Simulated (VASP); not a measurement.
# Ni (Im-3m) in VASP: a series of runs, part 2 of 2

VASP 6.6.1. The steps go on from the part before.

### Step 3. Single point, PBE

This run uses another cell than the first one, of 10.92 Å³/atom, 1.111 times its volume.

Contents of INCAR:

```
SYSTEM = Ni
PREC = Accurate
ENCUT = 520
EDIFF = 1E-7
ISMEAR = -1
SIGMA = 0.1
LREAL = .False.
LASPH = .True.
NELM = 80
ALGO = Normal
ISIF = 2
LWAVE = .False.
LCHARG = .False.
GGA = PE
NBANDS = 11
```

Contents of KPOINTS:

```
regular mesh
0
Gamma
  21 21 21
  0 0 0
```

Contents of POSCAR:

```
Ni
1.0
   -1.3977621757      1.3977621757      1.3977621757
    1.3977621757     -1.3977621757      1.3977621757
    1.3977621757      1.3977621757     -1.3977621757
Ni
1
Direct
    0.0000000000      0.0000000000      0.0000000000
```

Potentials or basis: VASP PAW PBE potentials, release 64 (Ni).

Run with:

```
cat potpaw_PBE.64/Ni/POTCAR > POTCAR
mpirun -np 1 vasp_std > vasp.out
```

It took 16 s on 1 thread of Intel Xeon 6975P-C (Granite Rapids), shared host; peak memory 0.14 GiB.

Results (log left out):

```
Free energy            : -5.3943 eV
Pressure               : 0.0 GPa
Band gap on the k mesh : zero (band 5 reaches 9.49 eV, above the bottom of band 6 at 8.50 eV)
```

Levels at points of the mesh, in eV from the Fermi level:
```csv
k point,band 1,band 2,band 3,band 4,band 5,band 6,band 7,band 8,band 9,band 10
"(0.00, 0.00, 0.00)",-8.81,-1.89,-1.89,-1.89,-0.57,-0.57,26.43,26.43,26.43,31.31
```

Caveat: the run has no spin polarisation, though such a crystal can be magnetic. Spin polarisation is off, so any magnetic state and its effect on volume and gap are missing.

### Step 4. Relaxation of cell and atoms, PBE

This run uses another cell than the first one, of 10.90 Å³/atom, 1.109 times its volume.

Contents of INCAR:

```
SYSTEM = Ni
ALGO = Normal ; EDIFF = 1E-7
EDIFFG = -0.005 ; ENCUT = 600
GGA = PE ; IBRION = 2
ISIF = 3 ; ISMEAR = -1
LASPH = .True. ; LCHARG = .False.
LREAL = .False. ; LWAVE = .False.
NELM = 60 ; NSW = 60
PREC = Accurate ; SIGMA = 0.1
```

Contents of KPOINTS:

```
k-points
0
Gamma
  21 21 21
  0 0 0
```

Contents of POSCAR:

```
Ni
1.0
   -1.3966757866      1.3966757866      1.3966757866
    1.3966757866     -1.3966757866      1.3966757866
    1.3966757866      1.3966757866     -1.3966757866
Ni
1
Direct
    0.0000000000      0.0000000000      0.0000000000
```

Potentials or basis: VASP PAW PBE potentials, release 64 (Ni).

Run with:

```
cat potpaw_PBE.64/Ni/POTCAR > POTCAR
mpirun -np 1 vasp_std > vasp.out
```

OUTCAR:

```text
SYSTEM = Ni
   EDIFF = 1E-7
   EDIFFG = -0.005
   ENCUT = 600
   GGA = PE
   IBRION = 2
   ISIF = 3
   ISMEAR = -1
   LASPH = .True.
   LREAL = .False.
   NELM = 60
   NSW = 60
   PREC = Accurate

 ion  position               nearest neighbor table
   1  0.000  0.000  0.000-

  LATTYP: Found a body centered cubic cell.
 ALAT       =     2.7933515732

  Lattice vectors:

 A1 = (  -1.3966757866,   1.3966757866,   1.3966757866)
 A2 = (   1.3966757866,  -1.3966757866,   1.3966757866)
 A3 = (   1.3966757866,   1.3966757866,  -1.3966757866)

Analysis of symmetry for initial positions (statically):
=====================================================================
 Subroutine PRICEL returns:
 Original cell was already a primitive cell.

 Routine SETGRP: Setting up the symmetry group for a
 body centered cubic supercell.

 Subroutine GETGRP returns: Found 48 space group operations
 (whereof 48 operations were pure point group operations)
 out of a pool of 48 trial point group operations.

The static configuration has the point symmetry O_h .

Analysis of symmetry for dynamics (positions and initial velocities):
[... 167 lines left out ...]
  Total        0.0223155      0.0223155      0.0223155      0.0000000      0.0000000      0.0000000
  in kB        3.2807278      3.2807278      3.2807278      0.0000000      0.0000000      0.0000000
  external PRESSURE =       3.2807278 kB  Pullay stress =       0.0000000 kB
[... 57 lines left out ...]
--------------------------------------- Ionic step        3  -------------------------------------------

 number of electron       9.9999993 magnetization

 Free energy of the ion-electron system (eV)
  ---------------------------------------------------
  ext. energy  EPLUGINS =         0.00000000
  ---------------------------------------------------
  free energy    TOTEN  =        -5.39393388 eV

  energy without entropy =       -5.32473977  energy(sigma->0) =       -5.35933683

 E-fermi :   9.1430     XC(G=0): -13.2321

 val. band max:        9.1427153616   @ k =  -0.3810   0.3810   0.0952
 cond. band min:       9.1432404247   @ k =   0.3333   0.0476   0.0000
 fundamental gap:      0.0005250631
 Fermi energy:         9.1430048524

 k-point     1 :       0.0000    0.0000    0.0000
  band No.  band energies     occupation
      1       0.3320      2.00000
      2       7.2515      2.00000
      3       7.2515      2.00000
      4       7.2515      2.00000
      5       8.5698      1.99354
      6       8.5698      1.99354
      7      35.5780      0.00000
      8      35.5780      0.00000
      9      35.5780      0.00000
[... 265 lines left out ...]
 k-point    24 :       0.1905    0.0952    0.0000
  band No.  band energies     occupation
      1       2.7475      2.00000
      2       6.8123      2.00000
      3       6.9807      2.00000
      4       8.2963      1.99958
      5       8.3963      1.99886
      6       8.6818      1.98032
      7      25.6967      0.00000
      8      28.8574      0.00000
      9      32.2732      0.00000

 [... further k-points ...]
[... 5 lines left out ...]
  --------------------------------------------------------------------------------------
  -------------------------------------------------------------------------------------
  Total        0.0016150      0.0016150      0.0016150      0.0000000      0.0000000      0.0000000
  in kB        0.2370617      0.2370617      0.2370617      0.0000000      0.0000000      0.0000000
  external PRESSURE =       0.2370617 kB  Pullay stress =       0.0000000 kB
[... 16 lines left out ...]
  FREE ENERGIE OF THE ION-ELECTRON SYSTEM (eV)
  ---------------------------------------------------
  free  energy   TOTEN  =        -5.3939338777 eV

  energy  without entropy=       -5.3247397731  energy(sigma->0) =       -5.35933683

 reached required accuracy - stopping structural energy minimisation
```

CONTCAR:

```text
Ni
   1.00000000000000
    -1.3973999115851423    1.3973999115851423    1.3973999115851423
     1.3973999115851423   -1.3973999115851423    1.3973999115851423
     1.3973999115851423    1.3973999115851423   -1.3973999115851423
  Ni
     1
Direct
     0.0000000000000000    0.0000000000000000    0.0000000000000000

  0.00000000E+00  0.00000000E+00  0.00000000E+00
```

Wall time 31 s (1 thread of Intel Xeon 6975P-C (Granite Rapids), shared host); peak memory 0.15 GiB.

What came out:

```
Free energy                            : -5.3939 eV
Relaxed volume                         : 10.91 Å³/atom
Relaxed cell                           : a = 2.420 Å, b = 2.420 Å, c = 2.420 Å, α = 109.47°, β = 109.47°, γ = 109.47°
Space group after relaxing (to 0.05 Å) : Im-3m (No. 229)
Energy gained by relaxing              : 0.0 meV/atom
Ionic steps                            : 3
Pressure after relaxing                : 0.0 GPa
Band gap on the k mesh                 : zero (band 5 reaches 9.50 eV, above the bottom of band 6 at 8.51 eV)
```

Final structure:
```yaml
crystal:
  lattice:
    - [-1.39740, 1.39740, 1.39740]
    - [1.39740, -1.39740, 1.39740]
    - [1.39740, 1.39740, -1.39740]
  atoms:
    - { symbol: Ni, position: [0.00000, 0.00000, 0.00000] }
```

Caveat: the run has no spin polarisation, though such a crystal can be magnetic.

### Step 5. Summary

| task | cell | cutoff (eV) | gap on the mesh (eV) | pressure (GPa) |
| --- | --- | --- | --- | --- |
| single point | a = 2.337 Å, angles 109.5°, 1 atom | 520 | none | 26.3 |
| single point | a = 2.421 Å, angles 109.5°, 1 atom | 520 | none | 0.0 |
| relaxation of cell and atoms | relaxed from a = 2.419 Å, angles 109.5°, 1 atom | 600 | none | 0.0 |

Alike in all rows: level PBE; potentials or basis VASP PAW PBE potentials, release 64 (Ni); no spin polarisation; k mesh 21 × 21 × 21; smearing fermi-dirac 0.1 eV.

Caveats: the run has no spin polarisation, though such a crystal can be magnetic.

Total energies depend on the potentials used, so only differences within one code and one set of settings carry meaning.
